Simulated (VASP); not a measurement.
# BaMgPF (P4/nmm) in VASP: a series of runs, part 2 of 2

VASP 6.6.1. Earlier steps stand in the parts before.

### 3 Relaxation of cell and atoms, PBE+D3(BJ)

This run uses another cell than the first one, of 22.48 Å³/atom.

Contents of INCAR:

```
PREC = Accurate
ENCUT = 600
EDIFF = 1E-6
ISMEAR = 0
SIGMA = 0.02
LREAL = F
LASPH = T
NELM = 80
ALGO = Normal
ISIF = 3
LWAVE = F
LCHARG = F
GGA = PE
IVDW = 12
IBRION = 2
NSW = 70
EDIFFG = -0.005
```

Contents of KPOINTS:

```
Automatic mesh
0
Gamma
  6 6 4
```

Contents of POSCAR:

```
BaMgPF
1.0
    4.3338564672      0.0000000000      0.0000000000
    0.0000000000      4.3338564672      0.0000000000
    0.0000000000      0.0000000000      9.5732924182
Ba P Mg F
2 2 2 2
Direct
    0.5000000000      0.0000000000      0.1605456130
    0.0000000000      0.5000000000      0.8394543870
    0.5000000000      0.0000000000      0.6531338968
    0.0000000000      0.5000000000      0.3468661032
    0.5000000000      0.5000000000      0.5000000000
    0.0000000000      0.0000000000      0.5000000000
    0.5000000000      0.5000000000      0.0000000000
    0.0000000000      0.0000000000      0.0000000000
```

Potentials or basis: VASP PAW PBE potentials, release 64 (Ba_sv, P, Mg, F).

On the command line:

```console
$ cat potpaw_PBE.64/Ba_sv/POTCAR potpaw_PBE.64/P/POTCAR potpaw_PBE.64/Mg/POTCAR potpaw_PBE.64/F/POTCAR > POTCAR
$ mpirun -np 1 vasp_std > vasp.out
```

OUTCAR:

```text
PREC = Accurate
   ENCUT = 600
   EDIFF = 1E-6
   ISMEAR = 0
   LREAL = F
   LASPH = T
   NELM = 80
   ISIF = 3
   GGA = PE
   IVDW = 12
   IBRION = 2
   NSW = 70
   EDIFFG = -0.005
 IVDW          = 12

 ion  position               nearest neighbor table
   1  0.500  0.000  0.161-   7 2.66   8 2.66   7 2.66   8 2.66   4 3.55   4 3.55   4 3.55   4 3.55
                             5 3.91   6 3.91   5 3.91   6 3.91   2 4.34   2 4.34   2 4.34   2 4.34
   2  0.000  0.500  0.839-   7 2.66   8 2.66   8 2.66   7 2.66   3 3.55   3 3.55   3 3.55   3 3.55
                             5 3.91   5 3.91   6 3.91   6 3.91   1 4.34   1 4.34   1 4.34   1 4.34
   3  0.500  0.000  0.653-   5 2.62   6 2.62   5 2.62   6 2.62   2 3.55   2 3.55   2 3.55   2 3.55

   4  0.000  0.500  0.347-   5 2.62   6 2.62   6 2.62   5 2.62   1 3.55   1 3.55   1 3.55   1 3.55

   5  0.500  0.500  0.500-   3 2.62   4 2.62   3 2.62   4 2.62   6 3.06   6 3.06   6 3.06   6 3.06
                             2 3.91   1 3.91   2 3.91   1 3.91
   6  0.000  0.000  0.500-   3 2.62   4 2.62   4 2.62   3 2.62   5 3.06   5 3.06   5 3.06   5 3.06
                             1 3.91   2 3.91   2 3.91   1 3.91
   7  0.500  0.500  0.000-   1 2.66   2 2.66   1 2.66   2 2.66
   8  0.000  0.000  0.000-   1 2.66   2 2.66   2 2.66   1 2.66

  LATTYP: Found a simple tetragonal cell.
 ALAT       =     4.3338564672
 C/A-ratio  =     2.2089546552

  Lattice vectors:

 A1 = (   4.3338564672,   0.0000000000,   0.0000000000)
 A2 = (   0.0000000000,   4.3338564672,   0.0000000000)
 A3 = (   0.0000000000,   0.0000000000,   9.5732924182)

Analysis of symmetry for initial positions (statically):
=====================================================================
 Subroutine PRICEL returns:
 Original cell was already a primitive cell.

 Routine SETGRP: Setting up the symmetry group for a
 simple tetragonal supercell.

 Subroutine GETGRP returns: Found 16 space group operations
 (whereof  8 operations were pure point group operations)
 out of a pool of 16 trial point group operations.

The static configuration has the point symmetry D_2d.
 The point group associated with its full space group is D_4h.

Analysis of symmetry for dynamics (positions and initial velocities):
=====================================================================
 Subroutine PRICEL returns:
 Original cell was already a primitive cell.

 Routine SETGRP: Setting up the symmetry group for a
 simple tetragonal supercell.

[... 128 lines left out ...]
   NELECT =      48.0000    total number of electrons
   NUPDOWN=      -1.0000    fix difference up-down
   EMIN   =  10.00;   EMAX   =-10.00  energy-range for DOS
   EFERMI =   0.00;   METHOD = LEGACY
   ISMEAR =     0;   SIGMA  =   0.02  broadening in eV -4-tet -1-fermi 0-gaus
   EFERMI_NEDOS =   21; number of points for ismear=-14 and -15
   IALGO  =     38    algorithm
   IMIX   =      4    mixing-type and parameters
     AMIX     =   0.40;   BMIX     =  1.00
     AMIX_MAG =   1.60;   BMIX_MAG =  1.00
  volume/ion in A,a.u.               =      22.48       151.68
  Fermi-wavevector in a.u.,A,eV,Ry     =   1.054108  1.991975 15.118028  1.111144
  Thomas-Fermi vector in A             =   2.189256
   LORBIT       =      0    0 simple, 1 ext, 2 COOP (PROOUT), +10 PAW based schemes
   GGA     = PE    functional components
   LHFCALC =     F    Hartree Fock is set to
   AEXX    =    0.0000 exact exchange contribution
   IVDW    =    12    specifies the selected vdW correction
   LEPSILON=     F    determine dielectric tensor
   LRPA    =     F    only Hartree local field effects (RPA)
 conjugate gradient relaxation of ions
 non-spin polarized calculation
 Gauss-broadening in eV      SIGMA  =   0.02
  energy-cutoff  :      600.00
  volume of cell :      179.81
 maximum number of plane-waves:      6036
 NGX is ok and might be reduce to    36
   NGX = 17   NGY = 17   NGZ = 39

--------------------------------------- Ionic step        1  -------------------------------------------

 number of electron      47.9999978 magnetization

 Free energy of the ion-electron system (eV)
  ---------------------------------------------------
  ext. energy  EPLUGINS =         0.00000000
  ---------------------------------------------------
  free energy    TOTEN  =       -37.66029513 eV

  energy without entropy =      -37.66029513  energy(sigma->0) =      -37.66029513

 E-fermi :   2.6756     XC(G=0):  -9.0048

 val. band max:        2.4998258641   @ k =   0.0000   0.0000   0.0000
 cond. band min:       4.2623698393   @ k =   0.0000   0.0000   0.0000
 fundamental gap:      1.7625439752
 Fermi energy:         2.6756291812

 k-point     1 :       0.0000    0.0000    0.0000
  band No.  band energies     occupation
      1     -24.5885      2.00000
      2     -24.4246      2.00000
      3     -20.5474      2.00000
      4     -20.4747      2.00000
      5      -9.7137      2.00000
      6      -9.7137      2.00000
[... 1126 lines left out ...]
--------------------------------------- Ionic step        9  -------------------------------------------

 number of electron      48.0000005 magnetization

 Free energy of the ion-electron system (eV)
  ---------------------------------------------------
  ext. energy  EPLUGINS =         0.00000000
  ---------------------------------------------------
  free energy    TOTEN  =       -37.62739318 eV

  energy without entropy =      -37.62739318  energy(sigma->0) =      -37.62739318

 E-fermi :   2.7649     XC(G=0):  -9.1183

 val. band max:        2.6010994582   @ k =   0.0000   0.0000   0.0000
 cond. band min:       4.3844655203   @ k =   0.0000   0.0000   0.0000
 fundamental gap:      1.7833660621
 Fermi energy:         2.7648635400

 k-point     1 :       0.0000    0.0000    0.0000
  band No.  band energies     occupation
      1     -24.3420      2.00000
      2     -24.1734      2.00000
      3     -20.3211      2.00000
      4     -20.2349      2.00000
      5      -9.4653      2.00000
      6      -9.4590      2.00000
[... 798 lines left out ...]
  FREE ENERGIE OF THE ION-ELECTRON SYSTEM (eV)
  ---------------------------------------------------
  free  energy   TOTEN  =       -39.7061324560 eV

  energy  without entropy=      -39.7061324560  energy(sigma->0) =      -39.70613246

 reached required accuracy - stopping structural energy minimisation
```

OSZICAR:

```text
N       E                     dE             d eps       ncg     rms          rms(c)
DAV:   1     0.346036102082E+03    0.34604E+03   -0.22772E+04  1740   0.161E+03
DAV:   2    -0.126364914478E+02   -0.35867E+03   -0.34856E+03  2515   0.289E+02
DAV:   3    -0.397150217789E+02   -0.27079E+02   -0.26940E+02  2030   0.884E+01
DAV:   4    -0.404473533073E+02   -0.73233E+00   -0.73081E+00  2590   0.128E+01
[... 66 lines left out ...]
DAV:   1    -0.376274384999E+02   -0.81888E-03   -0.17351E-03  1765   0.249E-01    0.513E-02
DAV:   2    -0.376273999973E+02    0.38503E-04   -0.21204E-04  1990   0.831E-02    0.122E-02
DAV:   3    -0.376273953083E+02    0.46889E-05   -0.10174E-05  1905   0.198E-02    0.634E-03
DAV:   4    -0.376273935605E+02    0.17478E-05   -0.63613E-06  2124   0.131E-02    0.281E-03
DAV:   5    -0.376273931796E+02    0.38095E-06   -0.43607E-07   950   0.379E-03
   9 F= -.39706132E+02 E0= -.39706132E+02  d E =-.113436E-04
```

Wall time 29 min (1 thread of Oxide Virtual Turin-like, shared host); peak memory 0.45 GiB.

What came out:

```
Free energy                           : -39.7061 eV
Relaxed volume                        : 21.87 Å³/atom
Relaxed cell                          : a = 4.296 Å, b = 4.296 Å, c = 9.481 Å, α = 90.00°, β = 90.00°, γ = 90.00°
Space group after relaxing (to 0.1 Å) : P4/nmm (No. 129)
Energy gained by relaxing             : 3.2 meV/atom
Ionic steps                           : 9
Pressure after relaxing               : 0.0 GPa
Largest force after relaxing          : 0.004 eV/Å
Band gap on the k mesh                : 1.78 eV
Dispersion energy per atom            : -0.260 eV
```

Forces in eV/Å, atoms in the order of the input:
```
Ba   0.000  0.000 -0.004
Ba   0.000  0.000  0.004
P    0.000  0.000 -0.003
P    0.000  0.000  0.003
Mg   0.000  0.000  0.000
Mg   0.000  0.000  0.000
F    0.000  0.000  0.000
F    0.000  0.000  0.000
```

The path:
```
step  energy change (eV)  largest force (eV/Å)  pressure (GPa)  volume (Å³)
   1              0.0000                0.1602           -1.29       179.81
   2             -0.0202                0.2205            0.15       175.13
   3             -0.0203                0.2183            0.11       175.28
   4             -0.0241                0.1101            0.06       175.06
   5             -0.0254                0.0067            0.02       174.85
   6             -0.0254                0.0065            0.01       174.84
   7             -0.0254                0.0076            0.01       174.84
   8             -0.0254                0.0061            0.00       174.88
   9             -0.0254                0.0039           -0.02       174.95
```

Final structure:
```
Ba P Mg F
1.0
     4.29555    0.00000    0.00000
     0.00000    4.29555    0.00000
     0.00000    0.00000    9.48143
Ba P Mg F
2 2 2 2
Direct
  0.50000 0.00000 0.16380
  0.00000 0.50000 0.83620
  0.50000 0.00000 0.65310
  0.00000 0.50000 0.34690
  0.50000 0.50000 0.50000
  0.00000 0.00000 0.50000
  0.50000 0.50000 0.00000
  0.00000 0.00000 0.00000
```

Caveat: spin-orbit coupling is left out, which moves the levels of the heavy elements. A k mesh can miss the band edges.
